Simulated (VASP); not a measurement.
# BiTe (P-6m2) in VASP: notebook

Aim: see how the results for BiTe move with the level of theory and the settings. Levels: PBE, PBEsol, LDA. Tasks: single point.

Program: VASP 6.6.1. These are calculated values, not measurements. Logs are shortened: lines on timing, memory, paths and dates and some standing lists are left out, and cuts for length are marked.

### Step 1. The cell of the first run

Symmetry: P-6m2, No. 187, hexagonal system. Conventional cell: a = 4.150 Å, b = 4.150 Å, c = 4.441 Å, α = 90.00°, β = 90.00°, γ = 120.00°. Within 4.3 Å of Bi (site symmetry -6m2) lie 6 Te at 3.27 Å and 6 Bi at 4.15 Å. Te (site symmetry -6m2) has 6 Bi at 3.27 Å and 6 Te at 4.15 Å within 4.3 Å.

### Step 2. Single point, PBE

INCAR

```
PREC     = Accurate       # precision mode
ENCUT    = 500            # plane-wave cutoff, eV
EDIFF    = 1E-6           # SCF threshold, eV
ISMEAR   = -4             # smearing method
SIGMA    = 0.1            # smearing width, eV
LREAL    = False          # projectors in reciprocal space
LASPH    = True           # aspherical terms in the spheres
NELM     = 120            # most SCF steps
ALGO     = Normal         # electronic algorithm
ISIF     = 2              # what is computed and relaxed
LWAVE    = False          # write WAVECAR
LCHARG   = False          # write CHGCAR
GGA      = PE             # functional
NBANDS   = 18             # bands
GGA_COMPAT= False
```

KPOINTS

```
Automatic mesh
0
Gamma
  10 10 8
```

POSCAR

```
BiTe
1.0
    4.1497576262      0.0000000000      0.0000000000
   -2.0748788131      3.5937955239      0.0000000000
    0.0000000000      0.0000000000      4.4405072890
Bi Te
1 1
Direct
    0.0000000000      0.0000000000      0.0000000000
    0.6666666667      0.3333333333      0.5000000000
```

Potentials or basis: VASP PAW PBE potentials, release 64 (Bi_d, Te).

Launch:

```bash
> cat potpaw_PBE.64/Bi_d/POTCAR potpaw_PBE.64/Te/POTCAR > POTCAR
> mpirun -np 1 vasp_std > vasp.out
```

OUTCAR:

```text
PREC = Accurate
   ENCUT = 500
   EDIFF = 1E-6
   ISMEAR = -4
   LREAL = False
   LASPH = True
   NELM = 120
   ISIF = 2
   GGA = PE

 ion  position               nearest neighbor table
   1  0.000  0.000  0.000-   2 3.27   2 3.27   2 3.27   2 3.27   2 3.27   2 3.27
   2  0.667  0.333  0.500-   1 3.27   1 3.27   1 3.27   1 3.27   1 3.27   1 3.27

  LATTYP: Found a hexagonal cell.
 ALAT       =     4.1497576262
 C/A-ratio  =     1.0700642517

  Lattice vectors:

 A1 = (   4.1497576262,   0.0000000000,   0.0000000000)
 A2 = (  -2.0748788131,   3.5937955239,   0.0000000000)
 A3 = (   0.0000000000,   0.0000000000,   4.4405072890)

Analysis of symmetry for initial positions (statically):
=====================================================================
 Subroutine PRICEL returns:
 Original cell was already a primitive cell.

 Routine SETGRP: Setting up the symmetry group for a
 hexagonal supercell.

 Subroutine GETGRP returns: Found 12 space group operations
 (whereof 12 operations were pure point group operations)
 out of a pool of 24 trial point group operations.

The static configuration has the point symmetry D_3h.

Analysis of symmetry for dynamics (positions and initial velocities):
=====================================================================
 Subroutine PRICEL returns:
 Original cell was already a primitive cell.

 Routine SETGRP: Setting up the symmetry group for a
 hexagonal supercell.

 Subroutine GETGRP returns: Found 12 space group operations
 (whereof 12 operations were pure point group operations)
 out of a pool of 24 trial point group operations.

The dynamic configuration has the point symmetry D_3h.

 Subroutine INISYM returns: Found 12 space group operations
 (whereof 12 operations are pure point group operations),
 and found     1 'primitive' translations

----------------------------------------------------------------------------------------

                                     Primitive cell

  volume of cell :      66.2230

  direct lattice vectors                    reciprocal lattice vectors
     4.149757626  0.000000000  0.000000000     0.240977929  0.139128672  0.000000000
    -2.074878813  3.593795524  0.000000000     0.000000000  0.278257345  0.000000000
     0.000000000  0.000000000  4.440507289     0.000000000  0.000000000  0.225199495

  length of vectors
     4.149757626  4.149757626  4.440507289     0.278257345  0.278257345  0.225199495

  position of ions in fractional coordinates (direct lattice)
     0.000000000  0.000000000  0.000000000
     0.666666667  0.333333333  0.500000000

  ion indices of the primitive-cell ions
   primitive index   ion index
                 1           1
                 2           2

----------------------------------------------------------------------------------------

 KPOINTS: Automatic mesh

Automatic generation of k-mesh.
 Grid dimensions read from file:
 generate k-points for:   10   10    8

 Generating k-lattice:

  Cartesian coordinates                     Fractional coordinates (reciprocal lattice)
     0.024097793  0.013912867  0.000000000     0.100000000  0.000000000  0.000000000
     0.000000000  0.027825734  0.000000000     0.000000000  0.100000000  0.000000000
     0.000000000  0.000000000  0.028149937     0.000000000  0.000000000  0.125000000

  Length of vectors
     0.027825734  0.027825734  0.028149937

  Shift w.r.t. Gamma in fractional coordinates (k-lattice)
     0.000000000  0.000000000  0.000000000

 TETIRR: Found    840 inequivalent tetrahedra from     4800

 Subroutine IBZKPT returns following result:
 ===========================================

 Found     70 irreducible k-points:

 Following reciprocal coordinates:
            Coordinates               Weight
  0.000000  0.000000  0.000000      1.000000
  0.100000  0.000000  0.000000      6.000000
  0.200000  0.000000  0.000000      6.000000
  0.300000  0.000000  0.000000      6.000000
  0.400000  0.000000  0.000000      6.000000
  0.500000  0.000000  0.000000      3.000000
[... 16 lines left out ...]
  0.300000  0.100000  0.125000     24.000000
  0.400000  0.100000  0.125000     24.000000
 [... further k-points ...]
   k-points           NKPTS =     70   k-points in BZ     NKDIM =     70   number of bands    NBANDS=     18
   number of dos      NEDOS =    301   number of ions     NIONS =      2
   total plane-waves  NPLWV =  28800
   dimension x,y,z NGX =    30 NGY =   30 NGZ =   32
   dimension x,y,z NGXF=    60 NGYF=   60 NGZF=   64
   ions per type =               1   1
   NGX,Y,Z   is equivalent  to a cutoff of  12.02, 12.02, 11.98 a.u.
   NGXF,Y,Z  is equivalent  to a cutoff of  24.04, 24.04, 23.96 a.u.
 SYSTEM =  unknown system
   PREC   = accura    normal or accurate (medium, high low for compatibility)
   ISTART =      0    job   : 0-new  1-cont  2-samecut
   ICHARG =      2    charge: 1-file 2-atom 10-const
   ISPIN  =      1    spin polarized calculation?
   LNONCOLLINEAR =      F non collinear calculations
   LSORBIT =      F    spin-orbit coupling
   LASPH  =      T    aspherical Exc in radial PAW
   ENCUT  =  500.0 eV  36.75 Ry    6.06 a.u.   7.57  7.57  8.10*2*pi/ulx,y,z
   NELM   =    120;   NELMIN=  2; NELMDL= -5     # of ELM steps
   EDIFF  = 0.1E-05   stopping-criterion for ELM
   LREAL  =      F    real-space projection
   EDIFFG = 0.1E-04   stopping-criterion for IOM
   NSW    =      0    number of steps for IOM
   IBRION =     -1    ionic relax: 0-MD 1-quasi-New 2-CG
   NFREE  =      0    steps in history (QN), initial steepest desc. (CG)
   ISIF   =      2    stress and relaxation
   ISYM   =      2    0-nonsym 1-usesym 2-fastsym
   POTIM  = 0.5000    time-step for ionic-motion
   TEBEG  =    0.0;   TEEND  =   0.0 temperature during run
   PSTRESS=    0.0 pullay stress
   NELECT =      21.0000    total number of electrons
   NUPDOWN=      -1.0000    fix difference up-down
   EMIN   =  10.00;   EMAX   =-10.00  energy-range for DOS
   EFERMI =   0.00;   METHOD = LEGACY
   ISMEAR =    -4;   SIGMA  =   0.10  broadening in eV -4-tet -1-fermi 0-gaus
   EFERMI_NEDOS =   21; number of points for ismear=-14 and -15
   IALGO  =     38    algorithm
   IMIX   =      4    mixing-type and parameters
     AMIX     =   0.40;   BMIX     =  1.00
     AMIX_MAG =   1.60;   BMIX_MAG =  1.00
  volume/ion in A,a.u.               =      33.11       223.45
  Fermi-wavevector in a.u.,A,eV,Ry     =   1.116379  2.109651 16.956973  1.246302
  Thomas-Fermi vector in A             =   2.252992
   LORBIT       =      0    0 simple, 1 ext, 2 COOP (PROOUT), +10 PAW based schemes
   GGA     = PE    functional components
   LHFCALC =     F    Hartree Fock is set to
   AEXX    =    0.0000 exact exchange contribution
   IVDW    =     0    specifies the selected vdW correction
   LEPSILON=     F    determine dielectric tensor
   LRPA    =     F    only Hartree local field effects (RPA)
 non-spin polarized calculation
 Fermi weights with tetrahedron method witout Bloechl corrections
  energy-cutoff  :      500.00
  volume of cell :       66.22
 maximum number of plane-waves:      1710
   NGX = 15   NGY = 15   NGZ = 17

 number of electron      21.0000001 magnetization

 Free energy of the ion-electron system (eV)
  ---------------------------------------------------
  ext. energy  EPLUGINS =         0.00000000
  ---------------------------------------------------
  free energy    TOTEN  =        -6.94623256 eV

  energy without entropy =       -6.94623256  energy(sigma->0) =       -6.94623256

 E-fermi :   6.8044     XC(G=0):  -9.5838

 val. band max:        6.8889540345   @ k =   0.3000   0.1000   0.0000
 cond. band min:       6.6388001808   @ k =   0.2000   0.1000   0.5000
 fundamental gap:     -0.2501538537
 Fermi energy:         6.8044284457

 k-point     1 :       0.0000    0.0000    0.0000
  band No.  band energies     occupation
      1     -16.5121      2.00000
      2     -16.4822      2.00000
      3     -16.4822      2.00000
      4     -16.4656      2.00000
      5     -16.4656      2.00000
      6      -6.6806      2.00000
[... 10 lines left out ...]
     17      14.9957      0.00000
     18      16.2125      0.00000

 k-point     2 :       0.1000    0.0000    0.0000
  band No.  band energies     occupation
      1     -16.5110      2.00000
      2     -16.4833      2.00000
      3     -16.4824      2.00000
      4     -16.4657      2.00000
      5     -16.4632      2.00000
      6      -6.5866      2.00000
[... 10 lines left out ...]
     17      14.9030      0.00000
     18      16.0109      0.00000

 k-point     3 :       0.2000    0.0000    0.0000
  band No.  band energies     occupation
      1     -16.5081      2.00000
      2     -16.4863      2.00000
      3     -16.4831      2.00000
      4     -16.4659      2.00000
      5     -16.4571      2.00000
      6      -6.3106      2.00000
[... 10 lines left out ...]
     17      15.0756      0.00000
     18      15.6325      0.00000

 k-point     4 :       0.3000    0.0000    0.0000
  band No.  band energies     occupation
      1     -16.5050      2.00000
      2     -16.4899      2.00000
      3     -16.4838      2.00000
      4     -16.4658      2.00000
      5     -16.4495      2.00000
      6      -5.8769      2.00000
[... 375 lines left out ...]
      4     -16.4654      2.00000
      5     -16.4527      2.00000
      6      -5.9398      2.00000
[... 10 lines left out ...]
     17      15.4479      0.00000
     18      16.0282      0.00000

 k-point    23 :       0.3000    0.1000    0.1250
  band No.  band energies     occupation
      1     -16.5013      2.00000
      2     -16.4925      2.00000
      3     -16.4854      2.00000
      4     -16.4645      2.00000
      5     -16.4465      2.00000
      6      -5.4587      2.00000
[... 10 lines left out ...]
     17      15.5760      0.00000
     18      16.7734      0.00000

 k-point    24 :       0.4000    0.1000    0.1250
  band No.  band energies     occupation
      1     -16.4998      2.00000
      2     -16.4945      2.00000
      3     -16.4860      2.00000
      4     -16.4636      2.00000
      5     -16.4428      2.00000
      6      -4.9866      2.00000
[... 10 lines left out ...]
     17      15.6764      0.00000
     18      17.3427      0.00000

 [... further k-points ...]
[... 5 lines left out ...]
  --------------------------------------------------------------------------------------
  -------------------------------------------------------------------------------------
  Total        0.0478787      0.0478787      0.1377729      0.0000000      0.0000000      0.0000000
  in kB        1.1583616      1.1583616      3.3332339      0.0000000      0.0000000      0.0000000
  external PRESSURE =       1.8833191 kB  Pullay stress =       0.0000000 kB

 VOLUME and BASIS-vectors are now :
 -----------------------------------------------------------------------------
  energy-cutoff  :      500.00
  volume of cell :       66.22
      direct lattice vectors                 reciprocal lattice vectors
     4.149757626  0.000000000  0.000000000     0.240977929  0.139128672  0.000000000
    -2.074878813  3.593795524  0.000000000     0.000000000  0.278257345  0.000000000
     0.000000000  0.000000000  4.440507289     0.000000000  0.000000000  0.225199495

 POSITION                                       TOTAL-FORCE (eV/Angst)
 -----------------------------------------------------------------------------------
      0.00000      0.00000      0.00000         0.000000      0.000000      0.000000
      2.07488      1.19793      2.22025         0.000000      0.000000      0.000000
 -----------------------------------------------------------------------------------
    total drift:                               -0.000000      0.000000      0.000000

  FREE ENERGIE OF THE ION-ELECTRON SYSTEM (eV)
  ---------------------------------------------------
  free  energy   TOTEN  =        -6.9462325628 eV

  energy  without entropy=       -6.9462325628  energy(sigma->0) =       -6.94623256
```

It took 58 s on 1 thread of Intel Xeon Platinum 8488C (Sapphire Rapids), shared host; peak memory 0.23 GiB.

Results:

| Item | Value |
| --- | --- |
| Free energy | -6.9462 eV |
| Pressure | 0.2 GPa |

Stress tensor (GPa, compression positive):
```
0.12 0.00 0.00
0.00 0.12 0.00
0.00 0.00 0.33
```

Caveat: spin-orbit coupling is left out, which moves the levels of the heavy elements.

[end of part 1 of 2]
